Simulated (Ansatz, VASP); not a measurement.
B: VASP beside Ansatz

```
B
1.0
     2.99299    0.00000    0.00000
    -1.49649    2.59200    0.00000
     0.00000    0.00000    1.91579
B
2
Direct
  0.33333 0.66667 0.00000
  0.66667 0.33333 0.00000
```

Alike in both runs: functional PBE; dispersion D3(BJ); k mesh 18 × 18 × 22; occupations gaussian, width 0.1 eV; no spin polarisation.

Ansatz relaxed the structure, and its values are those at the end. VASP's run is a single point on that final structure, the one shown.

|  | VASP | Ansatz |
| --- | --- | --- |
| version | VASP 6.6.1 | Ansatz 0.2.0 |
| potentials or method | VASP PAW PBE potentials, release 64 (B), cutoff 520 eV | scalar-relativistic, plane waves, PAW |
| valence electrons in the cell | 6 | 6 |

```tsv
	VASP	Ansatz	Ansatz less VASP
gap on the k mesh at the Fermi level (eV)	none	none	-
pressure (GPa)	0.1	0.0	-0.06
```

A gap of «none» marks a metal or a gap that the smearing closes.
